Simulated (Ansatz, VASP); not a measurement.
# V: VASP and Ansatz over several settings

```xyz
2
Lattice="2.6043 0.0000 0.0000 -1.3021 2.2554 0.0000 0.0000 0.0000 4.7233" Properties=species:S:1:pos:R:3 pbc="T T T"
V     0.0000    1.5036    1.1808
V     1.3021    0.7518    3.5425
```

Single points on this cell with VASP 6.6.1 and Ansatz 0.2.0. Each row is one pair of runs. Alike in all rows: smearing: fermi-dirac, width 0.05 eV; VASP's potentials, cutoff: VASP PAW PBE potentials, release 64 (V_sv), 520 eV; Ansatz's potentials, cutoff: Ansatz PAW, 420 eV.

| level | spin | k mesh | pressure (GPa), VASP | pressure (GPa), Ansatz | net moment per atom (μB), VASP | net moment per atom (μB), Ansatz |
| --- | --- | --- | --- | --- | --- | --- |
| PBE | collinear, typed start | 12 × 12 × 6 | -0.3 | -0.5 | 0.00 | 0.00 |
| PBE | collinear, zero start | 10 × 10 × 5 | ? | -0.3 | ? | 0.00 |
| PBE | collinear, typed start | 10 × 10 × 5 | 0.7 | 0.6 | 0.50 | 0.50 |
| PBEsol-based global hybrid | collinear, typed start | 6 × 6 × 3 | -12.2 | -12.4 | 0.08 | 0.08 |
| PBEsol | collinear, typed start | 12 × 12 × 6 | -7.0 | -7.2 | 0.00 | 0.00 |
| PBEsol | non-collinear, typed start | 8 × 8 × 4 | -6.6 | -6.8 | 0.00 | 0.00 |

Problem. Fill in what VASP gave in row 2.

Solution. Pressure (GPa): -0.1; net moment per atom (μB): 0.00.

The k mesh is coarse in some rows, so the values compare programs but aren't converged. Noted on Ansatz's runs: the magnetic or orbital state may not be the lowest.
